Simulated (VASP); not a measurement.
## N: single point with PBEsol

Crystal: N.

```
CELL_PARAMETERS angstrom
4.23556 0.00000 0.00000
-2.11778 3.66810 0.00000
0.00000 0.00000 7.12088
ATOMIC_POSITIONS crystal
N 0.33333 0.66667 0.32893
N 0.33333 0.66667 0.17107
N 0.66667 0.33333 0.82893
N 0.66667 0.33333 0.67107
```

* Program: VASP 6.6.1
* Task: single point
* Functional: PBEsol
* Potentials or basis: VASP PAW PBE potentials, release 64 (N)
* Cutoff: 520 eV
* k mesh: 5 × 5 × 3
* Occupations: gaussian, width 0.01 eV
* Spin: no spin polarisation

```yaml
Pressure: -2.0 GPa
Largest_force: 1.807 eV/Å
Band_gap_on_the_k_mesh: 6.90 eV, indirect (least direct gap 7.15 eV)
```

Forces in eV/Å, atoms in the order of the input:
```
N    0.000  0.000 -1.807
N    0.000  0.000  1.807
N    0.000  0.000 -1.807
N    0.000  0.000  1.807
```

Stress tensor (GPa, compression positive):
```
-0.01  0.00  0.00
 0.00 -0.01  0.00
 0.00  0.00 -5.95
```

Levels at points of the mesh, in eV from the valence-band top:
```
           k point  band 7  band 8  band 9  band 10  band 11  band 12  band 13  band 14
(0.00, 0.00, 0.00)   -1.58   -1.58   -1.00     0.00     7.50     7.50     7.93     7.93
```

Run time: 29 s on 1 thread of AMD EPYC 7R43 64-Core Processor (Zen 3), on a shared host, peak memory 0.17 GiB.

Caveat: the standard files for N, O and F lose accuracy on very short bonds; the PAW data sets were made with another functional, which shifts forces and pressure a little. A hybrid or GW would open this gap; PBEsol tends to underestimate it.
